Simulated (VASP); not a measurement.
A run of VASP 6.6.1:

The input INCAR:

```
SYSTEM = W8C8N
PREC = Accurate ; ENCUT = 520
EDIFF = 1E-7 ; ISMEAR = -1
SIGMA = 0.1 ; LREAL = Auto
LASPH = .True. ; NELM = 60
ALGO = Normal ; ISIF = 2
LWAVE = .False. ; LCHARG = .False.
GGA = PE ; IVDW = 12
NBANDS = 88
```

Contents of KPOINTS:

```
regular mesh
0
Gamma
  5 5 1
  0 0 0
```

File POSCAR:

```
W8C8N
1.0
    5.7250800000      0.0000000000      0.0000000000
   -2.8625400000      4.9580650000      0.0000000000
    0.0000000000      0.0000000000     17.2106650000
W C N
8 8 1
Direct
    0.0000000000      0.0000000000      0.0581035073
    0.0023173082      0.0011649706      0.2302152764
    0.0000000504      0.5000001008      0.0581035073
    0.0000063675      0.5000057482      0.2116674748
    0.5000000000      0.0000000000      0.0581035073
    0.4988515519      0.0011643655      0.2302159736
    0.5000000504      0.5000001008      0.0581035073
    0.4988461313      0.4976891186      0.2302166709
    0.3333296234      0.1666714736      0.1404085199
    0.3333480897      0.1666668347      0.2974369671
    0.3396596147      0.6698290563      0.1349886829
    0.2843818865      0.6421922665      0.2996740103
    0.8301705097      0.1603399713      0.1349893220
    0.8578181473      0.2156268625      0.2996751723
    0.8301709866      0.6698286529      0.1349894382
    0.8578160110      0.6421954936      0.2996759277
    0.0000022367      0.5000079668      0.3295480448
```

Potentials or basis: VASP PAW PBE potentials, release 64 (W_sv, C, N).

Command:

```sh
$ cat potpaw_PBE.64/W_sv/POTCAR potpaw_PBE.64/C/POTCAR potpaw_PBE.64/N/POTCAR > POTCAR
$ mpirun -np 1 vasp_std > vasp.out
```

Hardware: 1 thread of Intel(R) Xeon(R) Platinum 8488C (Sapphire Rapids), with other jobs on the host.

Task: How long does it take, and how much memory?

Result: Wall time 27 min on 1 thread of Intel(R) Xeon(R) Platinum 8488C (Sapphire Rapids), on a shared host, peak memory 0.81 GiB. Counts: scf iterations 32, k points 13.
